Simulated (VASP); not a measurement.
The system is Pt.

```
Pt
1.0
     1.38927    0.80209    2.31673
    -1.38927    0.80209    2.31673
     0.00000   -1.60419    2.31673
Pt
1
Direct
  0.50000 0.50000 0.50000
```

```yaml
Program: VASP 6.6.1
Task: relaxation of cell and atoms
Functional: PBE
Potentials_or_basis: VASP PAW PBE potentials, release 64 (Pt)
Cutoff: 600 eV
k_mesh: 24 × 24 × 24
Occupations: gaussian, width 0.1 eV
Spin: no spin polarisation
```

At the start: pressure 2.2 GPa; volume 15.49 Å³/atom.

Question: How do energy, volume and symmetry change on relaxing?

Answer: Over 9 steps the energy falls by 2.7 meV/atom and the volume is 15.62 Å³/atom (+0.8 %); space group Fm-3m (No. 225, to 0.05 Å).

The path:
```
step  energy change (eV)  largest force (eV/Å)  pressure (GPa)  volume (Å³)
   1              0.0000                0.0000            2.20        15.49
   2              0.0035                0.0000           -5.27        15.97
   3             -0.0016                0.0000           -0.58        15.66
   4             -0.0026                0.0000           -0.13        15.63
   5             -0.0027                0.0000            0.13        15.61
   6             -0.0027                0.0000            0.13        15.61
   7             -0.0027                0.0000            0.11        15.61
   8             -0.0027                0.0000           -0.25        15.63
   9             -0.0027                0.0000            0.01        15.62
```

Final structure:
```xyz
1
Lattice="1.4026 0.8098 2.2915 -1.4026 0.8098 2.2915 0.0000 -1.6196 2.2915" Properties=species:S:1:pos:R:3 pbc="T T T"
Pt    0.0000    0.0000    3.4373
```
